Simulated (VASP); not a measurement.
Wanted: the native input for a VASP 6.6.1 run.

| Property | Result |
| --- | --- |
| Task | single point |
| Functional | PBEsol |
| Potentials or basis | VASP PAW PBE potentials, release 64 (Sn_d) |
| Cutoff | 520 eV |
| k mesh | 12 × 12 × 12 |
| Occupations | fermi-dirac, width 0.136057 eV |
| Spin | no spin polarisation |
| Dipole correction | no |
| Further INCAR settings | ALGO = Normal; EDIFF = 1e-06; NBANDS = 13 |

The structure of Sn lies in POSCAR:

```
Sn
1.0
    0.0000000000      2.3678882362      2.3678882362
    2.3678882362      0.0000000000      2.3678882362
    2.3678882362      2.3678882362      0.0000000000
Sn
1
Direct
    0.0000000000      0.0000000000      0.0000000000
```

These files were run (other wordings do the same):

INCAR

```
PREC = Accurate
ENCUT = 520
EDIFF = 1E-6
ISMEAR = -1
SIGMA = 0.13605693000000002
LREAL = False
LASPH = True
NELM = 80
ALGO = Normal
ISIF = 2
LWAVE = False
LCHARG = False
GGA = PS
NBANDS = 13
```

KPOINTS

```
Automatic mesh
0
Gamma
  12 12 12
```

Potentials or basis: VASP PAW PBE potentials, release 64 (Sn_d).

Command:

```bash
$ cat potpaw_PBE.64/Sn_d/POTCAR > POTCAR
$ mpirun -np 1 vasp_std > vasp.out
```

Results of the run:

```yaml
Pressure: -0.2 GPa
Band_gap_on_the_k_mesh: zero (band 7 reaches 16.14 eV, above the bottom of band 8 at 6.25 eV)
```

Caveat: the PAW data sets were made with another functional, which shifts forces and pressure a little; spin-orbit coupling is left out, which moves the levels of the heavy elements.

It took 9.7 s on 1 thread of Intel(R) Xeon(R) 6975P-C (Granite Rapids), on a shared host, peak memory 0.16 GiB.
